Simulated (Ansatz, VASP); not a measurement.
# InSe in VASP and in Ansatz

```
In Se
1.0
     4.05000    0.00000    0.00000
    -2.02500    3.50740    0.00000
     0.00000    0.00000   16.93000
In Se
4 4
Direct
  0.66667 0.33333 0.84300
  0.33333 0.66667 0.34300
  0.66667 0.33333 0.65700
  0.33333 0.66667 0.15700
  0.66667 0.33333 0.39800
  0.33333 0.66667 0.89800
  0.66667 0.33333 0.10200
  0.33333 0.66667 0.60200
```

Alike in both runs: functional PBEsol; k mesh 8 × 8 × 2; occupations fermi-dirac, width 0.05 eV; no spin polarisation.

|  | VASP | Ansatz |
| --- | --- | --- |
| version | VASP 6.6.1 | Ansatz 0.2.0 |
| potentials or method | VASP PAW PBE potentials, release 64 (In_d, Se) | Ansatz PAW |
| plane-wave cutoff (eV) | 520 | 420 |
| valence electrons in the cell | 76 | 116 |
| task | single point | band structure |

Ansatz gave:

| Property | Result |
| --- | --- |
| gap on the k mesh at the Fermi level (eV) | none |
| pressure (GPa) | 5.0 |
| traceless stress, the component that is largest in VASP (GPa) | -5.02 |
| rms of the force components (eV/Å) | 1.337 |

Q: What did VASP give for the same quantities?

A: gap on the k mesh at the Fermi level (eV): none; pressure (GPa): 5.1; traceless stress, the component that is largest in VASP (GPa): -5.07; rms of the force components (eV/Å): 1.348.

VASP's potentials were made for PBE, not for PBEsol. Atom by atom the forces differ by 0.012 eV/Å (rms over components). A gap of «none» marks a metal or a gap that the smearing closes. With one functional, cell and mesh, what is left measures potentials, basis and numerics. VASP's potentials hold 76 valence electrons a cell and Ansatz's 116, so a difference there can come from the potentials and not from the codes.
